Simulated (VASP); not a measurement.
# C (I4_1/amd) in VASP: notebook, part 2 of 2

VASP 6.6.1. The steps go on from the part before.

## 5. Single point, LDA (in-plane strain -0.01, then relaxed in part)

INCAR

```
SYSTEM = C
PREC = Accurate
ENCUT = 1300
EDIFF = 1E-6
ISMEAR = 0
SIGMA = 0.01
LREAL = .FALSE.
LASPH = .TRUE.
NELM = 120
ALGO = Normal
ISIF = 2
LWAVE = .FALSE.
LCHARG = .FALSE.
NBANDS = 11
GGA_COMPAT = .FALSE.
```

KPOINTS

```
regular mesh
0
G
  12 12 12
  0 0 0
```

POSCAR

```
C
1.0
    1.7482151194      1.7482151194      0.0000000000
   -1.7482151194      1.7482151194      0.0000000000
    0.0000000000      1.7482151194      1.7706476047
C
2
Direct
    0.5000000000      0.5000000000      0.0000000000
    0.7500000000      0.2500000000      0.5000000000
```

Potentials or basis: VASP PAW LDA potentials, release 64 (C_h).

The run is started by

```sh
> cat potpaw_LDA.64/C_h/POTCAR > POTCAR
> mpirun -np 1 vasp_std > vasp.out
```

OUTCAR:

```text
SYSTEM = C
   PREC = Accurate
   ENCUT = 1300
   EDIFF = 1E-6
   ISMEAR = 0
   LREAL = .FALSE.
   LASPH = .TRUE.
   NELM = 120
   ISIF = 2

 ion  position               nearest neighbor table
   1  0.500  0.500  0.000-   2 1.52   2 1.52   2 1.52   2 1.52
   2  0.750  0.250  0.500-   1 1.52   1 1.52   1 1.52   1 1.52

  LATTYP: Found a body centered tetragonal cell.
 ALAT       =     2.4723495318
 C/A-ratio  =     1.4323602564

  Lattice vectors:

 A1 = (   1.7482151194,   0.0000000000,  -1.7706476047)
 A2 = (  -1.7482151194,   0.0000000000,  -1.7706476047)
 A3 = (   0.0000000000,   1.7482151194,   1.7706476047)

Analysis of symmetry for initial positions (statically):
=====================================================================
 Subroutine PRICEL returns:
 Original cell was already a primitive cell.

 Routine SETGRP: Setting up the symmetry group for a
 body centered tetragonal supercell.

 Subroutine GETGRP returns: Found 16 space group operations
 (whereof  8 operations were pure point group operations)
 out of a pool of 16 trial point group operations.

The static configuration has the point symmetry D_2d.
 The point group associated with its full space group is D_4h.

Analysis of symmetry for dynamics (positions and initial velocities):
=====================================================================
 Subroutine PRICEL returns:
 Original cell was already a primitive cell.

 Routine SETGRP: Setting up the symmetry group for a
 body centered tetragonal supercell.

 Subroutine GETGRP returns: Found 16 space group operations
 (whereof  8 operations were pure point group operations)
 out of a pool of 16 trial point group operations.

The dynamic configuration has the point symmetry D_2d.
 The point group associated with its full space group is D_4h.

 Subroutine INISYM returns: Found 16 space group operations
 (whereof  8 operations are pure point group operations),
 and found     1 'primitive' translations

----------------------------------------------------------------------------------------

                                     Primitive cell

  volume of cell :      10.8231

  direct lattice vectors                    reciprocal lattice vectors
     1.748215119  1.748215119  0.000000000     0.286005992  0.286005992 -0.282382558
    -1.748215119  1.748215119  0.000000000    -0.286005992  0.286005992 -0.282382558
     0.000000000  1.748215119  1.770647605     0.000000000  0.000000000  0.564765116

  length of vectors
     2.472349532  2.472349532  2.488262254     0.493293791  0.493293791  0.564765116

  position of ions in fractional coordinates (direct lattice)
     0.500000000  0.500000000  0.000000000
     0.750000000  0.250000000  0.500000000

  ion indices of the primitive-cell ions
   primitive index   ion index
                 1           1
                 2           2

----------------------------------------------------------------------------------------

 KPOINTS: regular mesh

Automatic generation of k-mesh.
 Grid dimensions read from file:
 generate k-points for:   12   12   12

 Generating k-lattice:

  Cartesian coordinates                     Fractional coordinates (reciprocal lattice)
     0.023833833  0.023833833 -0.023531880     0.083333333  0.000000000  0.000000000
    -0.023833833  0.023833833 -0.023531880     0.000000000  0.083333333  0.000000000
     0.000000000  0.000000000  0.047063760     0.000000000  0.000000000  0.083333333

  Length of vectors
     0.041107816  0.041107816  0.047063760

  Shift w.r.t. Gamma in fractional coordinates (k-lattice)
     0.000000000  0.000000000  0.000000000

 Subroutine IBZKPT returns following result:
 ===========================================

 Found    163 irreducible k-points:

 Following reciprocal coordinates:
            Coordinates               Weight
  0.000000  0.000000  0.000000      1.000000
  0.083333  0.000000 -0.000000      8.000000
  0.166667  0.000000 -0.000000      8.000000
  0.250000  0.000000 -0.000000      8.000000
  0.333333  0.000000 -0.000000      8.000000
  0.416667  0.000000 -0.000000      8.000000
[... 16 lines left out ...]
  0.500000  0.166667 -0.000000     16.000000
 -0.416667  0.166667  0.000000     16.000000
 [... further k-points ...]
   k-points           NKPTS =    163   k-points in BZ     NKDIM =    163   number of bands    NBANDS=     11
   number of dos      NEDOS =    301   number of ions     NIONS =      2
   total plane-waves  NPLWV =  27000
   dimension x,y,z NGX =    30 NGY =   30 NGZ =   30
   dimension x,y,z NGXF=    60 NGYF=   60 NGZF=   60
   ions per type =               2
   NGX,Y,Z   is equivalent  to a cutoff of  20.17, 20.17, 20.04 a.u.
   NGXF,Y,Z  is equivalent  to a cutoff of  40.35, 40.35, 40.09 a.u.
 SYSTEM =  C
   PREC   = accura    normal or accurate (medium, high low for compatibility)
   ISTART =      0    job   : 0-new  1-cont  2-samecut
   ICHARG =      2    charge: 1-file 2-atom 10-const
   ISPIN  =      1    spin polarized calculation?
   LNONCOLLINEAR =      F non collinear calculations
   LSORBIT =      F    spin-orbit coupling
   LASPH  =      T    aspherical Exc in radial PAW
   ENCUT  = 1300.0 eV  95.55 Ry    9.77 a.u.   7.27  7.27  7.32*2*pi/ulx,y,z
   NELM   =    120;   NELMIN=  2; NELMDL= -5     # of ELM steps
   EDIFF  = 0.1E-05   stopping-criterion for ELM
   LREAL  =      F    real-space projection
   EDIFFG = 0.1E-04   stopping-criterion for IOM
   NSW    =      0    number of steps for IOM
   IBRION =     -1    ionic relax: 0-MD 1-quasi-New 2-CG
   NFREE  =      0    steps in history (QN), initial steepest desc. (CG)
   ISIF   =      2    stress and relaxation
   ISYM   =      2    0-nonsym 1-usesym 2-fastsym
   POTIM  = 0.5000    time-step for ionic-motion
   TEBEG  =    0.0;   TEEND  =   0.0 temperature during run
   PSTRESS=    0.0 pullay stress
   NELECT =       8.0000    total number of electrons
   NUPDOWN=      -1.0000    fix difference up-down
   EMIN   =  10.00;   EMAX   =-10.00  energy-range for DOS
   EFERMI =   0.00;   METHOD = LEGACY
   ISMEAR =     0;   SIGMA  =   0.01  broadening in eV -4-tet -1-fermi 0-gaus
   EFERMI_NEDOS =   21; number of points for ismear=-14 and -15
   IALGO  =     38    algorithm
   IMIX   =      4    mixing-type and parameters
     AMIX     =   0.40;   BMIX     =  1.00
     AMIX_MAG =   1.60;   BMIX_MAG =  1.00
  volume/ion in A,a.u.               =       5.41        36.52
  Fermi-wavevector in a.u.,A,eV,Ry     =   1.480202  2.797175 29.810321  2.190997
  Thomas-Fermi vector in A             =   2.594265
   LORBIT       =      0    0 simple, 1 ext, 2 COOP (PROOUT), +10 PAW based schemes
   GGA     = CA    functional components
   LHFCALC =     F    Hartree Fock is set to
   AEXX    =    0.0000 exact exchange contribution
   IVDW    =     0    specifies the selected vdW correction
   LEPSILON=     F    determine dielectric tensor
   LRPA    =     F    only Hartree local field effects (RPA)
 non-spin polarized calculation
 Gauss-broadening in eV      SIGMA  =   0.01
  energy-cutoff  :     1300.00
  volume of cell :       10.82
 maximum number of plane-waves:      1171
 NGX is ok and might be reduce to    30
   NGX = 15   NGY = 15   NGZ = 15

 number of electron       8.0000000 magnetization

 Free energy of the ion-electron system (eV)
  ---------------------------------------------------
  ext. energy  EPLUGINS =         0.00000000
  ---------------------------------------------------
  free energy    TOTEN  =       -20.25757130 eV

  energy without entropy =      -20.25757130  energy(sigma->0) =      -20.25757130

 E-fermi :  11.9136     XC(G=0): -13.8846

 val. band max:       11.6876098877   @ k =   0.0000   0.0000   0.0000
 cond. band min:      15.7644249554   @ k =  -0.3333   0.3333   0.0000
 fundamental gap:      4.0768150677
 Fermi energy:        11.9135978180

 k-point     1 :       0.0000    0.0000    0.0000
  band No.  band energies     occupation
      1     -10.3355      2.00000
      2      11.4862      2.00000
      3      11.6876      2.00000
      4      11.6876      2.00000
      5      17.2449      0.00000
      6      17.2449      0.00000
      7      17.4037      0.00000
      8      26.2551      0.00000
      9      31.2561      0.00000
     10      38.3970      0.00000
     11      38.9861      0.00000
[... 309 lines left out ...]
 k-point    24 :      -0.4167    0.1667    0.0000
  band No.  band energies     occupation
      1      -5.9956      2.00000
      2       1.5747      2.00000
      3       7.2672      2.00000
      4       7.3901      2.00000
      5      18.3494      0.00000
      6      22.7820      0.00000
      7      23.4162      0.00000
      8      24.5299      0.00000
      9      33.0079      0.00000
     10      34.8232      0.00000
     11      39.5384      0.00000

 [... further k-points ...]
[... 5 lines left out ...]
  --------------------------------------------------------------------------------------
  -------------------------------------------------------------------------------------
  Total        0.9149117      0.9149117      0.0658353      0.0000000      0.0000000     -0.0000000
  in kB      135.4371777    135.4371777      9.7458035      0.0000000      0.0000000     -0.0000000
  external PRESSURE =      93.5400530 kB  Pullay stress =       0.0000000 kB

 VOLUME and BASIS-vectors are now :
 -----------------------------------------------------------------------------
  energy-cutoff  :     1300.00
  volume of cell :       10.82
      direct lattice vectors                 reciprocal lattice vectors
     1.748215119  1.748215119  0.000000000     0.286005992  0.286005992 -0.282382558
    -1.748215119  1.748215119  0.000000000    -0.286005992  0.286005992 -0.282382558
     0.000000000  1.748215119  1.770647605     0.000000000  0.000000000  0.564765116

 POSITION                                       TOTAL-FORCE (eV/Angst)
 -----------------------------------------------------------------------------------
      0.00000      1.74822      0.00000         0.000000     -0.000000      0.000000
      0.87411      2.62232      0.88532        -0.000000      0.000000      0.000000
 -----------------------------------------------------------------------------------
    total drift:                               -0.000000      0.000000     -0.000000

  FREE ENERGIE OF THE ION-ELECTRON SYSTEM (eV)
  ---------------------------------------------------
  free  energy   TOTEN  =       -20.2575713008 eV

  energy  without entropy=      -20.2575713008  energy(sigma->0) =      -20.25757130
```

OSZICAR:

```text
N       E                     dE             d eps       ncg     rms          rms(c)
DAV:   1     0.214738487222E+02    0.21474E+02   -0.81499E+03  3594   0.147E+03
DAV:   2    -0.197023703038E+02   -0.41176E+02   -0.39057E+02  4973   0.210E+02
DAV:   3    -0.211220011996E+02   -0.14196E+01   -0.14153E+01  4385   0.318E+01
DAV:   4    -0.211262272246E+02   -0.42260E-02   -0.42258E-02  3828   0.193E+00
DAV:   5    -0.211262322853E+02   -0.50607E-05   -0.50607E-05  4192   0.708E-02    0.520E+00
DAV:   6    -0.204843206863E+02    0.64191E+00   -0.34037E-01  3749   0.413E+00    0.277E+00
DAV:   7    -0.202576439141E+02    0.22668E+00   -0.40801E-01  3971   0.448E+00    0.362E-01
DAV:   8    -0.202575857260E+02    0.58188E-04   -0.92889E-03  3861   0.928E-01    0.308E-02
DAV:   9    -0.202575701623E+02    0.15564E-04   -0.44337E-05  4053   0.563E-02    0.146E-02
DAV:  10    -0.202575713860E+02   -0.12237E-05   -0.35643E-06  4080   0.176E-02    0.316E-03
DAV:  11    -0.202575713008E+02    0.85149E-07   -0.18138E-07  2026   0.424E-03
   1 F= -.20257571E+02 E0= -.20257571E+02  d E =0.000000E+00
```

Wall time 27 s (1 thread of AMD EPYC 9R45 (Zen 5), shared host); peak memory 0.15 GiB.

What came out:

```yaml
Free_energy: -20.2576 eV
Pressure: 9.4 GPa
Band_gap_on_the_k_mesh: 4.08 eV (least direct gap 5.56 eV)
```

Caveat: the cell differs from its parent crystal (in-plane strain -0.01, then relaxed in part); the stress differs along the axes, from 1 to 14 GPa.

## 6. Summary

| cell | gap on the mesh (eV) | pressure (GPa) |
| --- | --- | --- |
| a = 2.485, b = 2.485, c = 2.493 Å, angles 60.1, 60.1, 90.0°, 2 atoms | 4.14 | 5.0 |
| a = 2.447, b = 2.447, c = 2.479 Å, angles 60.4, 60.4, 90.0°, 2 atoms | 3.95 | 18.4 |
| a = 2.510, b = 2.510, c = 2.502 Å, angles 59.9, 59.9, 90.0°, 2 atoms | 4.01 | -3.1 |
| a = 2.472, b = 2.472, c = 2.488 Å, angles 60.2, 60.2, 90.0°, 2 atoms | 4.08 | 9.4 |

Alike in all rows: task single point; level LDA; potentials or basis VASP PAW LDA potentials, release 64 (C_h); no spin polarisation; k mesh 12 × 12 × 12; cutoff (eV) 1300; smearing gaussian 0.01 eV.

Caveats: the stress differs along the axes, from 1 to 7 GPa (at least some runs); the stress differs along the axes, from 1 to 27 GPa (at least some runs); the stress differs along the axes, from -5 to 1 GPa (at least some runs); the stress differs along the axes, from 1 to 14 GPa (at least some runs).

Absolute energies hang on the potentials; compare differences alone.
